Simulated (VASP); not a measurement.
A run of VASP 6.6.1 is set up as follows.

Contents of INCAR:

```
PREC = Accurate
ENCUT = 520
EDIFF = 1E-6
ISMEAR = 0
SIGMA = 0.02
LREAL = Auto
LASPH = T
NELM = 100
ALGO = Normal
ISIF = 2
LWAVE = F
LCHARG = F
GGA = CA
NBANDS = 74
NELECT = 120.0
```

File KPOINTS:

```
Automatic mesh
0
Gamma
  2 2 2
```

POSCAR

```
K8Br7
1.0
    0.0000000000      6.3712539718     -6.3712539718
    6.3712539718      6.3712539718      0.0000000000
    6.3712539718      0.0000000000     -6.3712539718
K Br
8 7
Direct
    0.4932346150      0.0398103735      0.4932358707
    0.4932358707      0.4737191475      0.4932346150
    0.0067305432      0.0000009417      0.4932691451
   -0.0669808490      0.4999996883      0.5669806942
    0.4932692236     -0.0000007063      0.0067306217
    0.5669806942      0.5000006300     -0.0669810059
    0.0067656226     -0.0398106089      0.0067643670
    0.0067644455      0.5262805430      0.0067657011
    0.2500002365      0.4999998453      0.2500000796
    0.7108949855      0.7571499302      0.2748062638
    0.7891048642      0.2428502312      0.2251935814
    0.2748061854      0.7571489100      0.7108949070
    0.2251936599      0.2428512514      0.7891049426
    0.7500008666      0.7828177973      0.7499994540
    0.7499994540      0.2171818933      0.7500007096
```

Potentials or basis: VASP PAW LDA potentials, release 64 (K_sv, Br).

Launch:

```sh
$ cat potpaw_LDA.64/K_sv/POTCAR potpaw_LDA.64/Br/POTCAR > POTCAR
$ mpirun -np 1 vasp_std > vasp.out
```

Question: Predict the largest force.

Answer: 0.049 eV/Å.

Forces in eV/Å, atoms in the order of the input:
```
K    0.004  0.004  0.017
K   -0.004 -0.004  0.017
K   -0.010  0.010  0.000
K    0.035 -0.035  0.000
K    0.010 -0.010  0.000
K   -0.035  0.035  0.000
K   -0.004 -0.004 -0.017
K    0.004  0.004 -0.017
Br   0.000  0.000  0.000
Br  -0.005  0.005 -0.025
Br   0.005 -0.005  0.025
Br   0.005 -0.005 -0.025
Br  -0.005  0.005  0.025
Br   0.005  0.005  0.000
Br  -0.005 -0.005  0.000
```

Caveat: the k points lie up to 0.43 Å⁻¹ apart; the cell carries a net charge on a neutralising background, which shifts energy and pressure.
